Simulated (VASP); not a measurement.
Wanted: the native input for a VASP 6.6.1 run.

```
Task                   : single point
Functional             : PBE
Potentials or basis    : VASP PAW PBE potentials, release 64 (Co, Si)
Cutoff                 : 520 eV
k mesh                 : 14 × 14 × 14
Occupations            : gaussian, width 0.1 eV
Spin                   : no spin polarisation
Dipole correction      : no
Further INCAR settings : ALGO = Normal; EDIFF = 1e-06; NBANDS = 16
```

The structure of CoSi2 lies in POSCAR:

```
CoSi2
1.0
    0.0000000000      2.7064575405      2.7064575405
    2.7064575405      0.0000000000      2.7064575405
    2.7064575405      2.7064575405      0.0000000000
Co Si
1 2
Direct
    0.0000000000      0.0000000000      0.0000000000
    0.2500000000      0.2500000000      0.2500000000
    0.7500000000      0.7500000000      0.7500000000
```

The input as run:

INCAR

```
SYSTEM = CoSi2
ALGO = Normal
EDIFF = 1E-6
ENCUT = 520
GGA = PE
ISIF = 2
ISMEAR = 0
LASPH = .TRUE.
LCHARG = .FALSE.
LREAL = .FALSE.
LWAVE = .FALSE.
NBANDS = 16
NELM = 60
PREC = Accurate
SIGMA = 0.1
```

KPOINTS

```
k-points
0
G
  14 14 14
  0 0 0
```

Potentials or basis: VASP PAW PBE potentials, release 64 (Co, Si).

Launch:

```bash
$ cat potpaw_PBE.64/Co/POTCAR potpaw_PBE.64/Si/POTCAR > POTCAR
$ mpirun -np 1 vasp_std > vasp.out
```

It gave:

```
Pressure               : -5.2 GPa
Band gap on the k mesh : zero (an odd number of electrons rules out a gap without spin polarisation)
```

Caveat: the cell stands under tension; the run has no spin polarisation, though such a crystal can be magnetic.

Wall time 37 s on 1 thread of Intel(R) Xeon(R) Platinum 8559C (Emerald Rapids), on a shared host, peak memory 0.2 GiB.
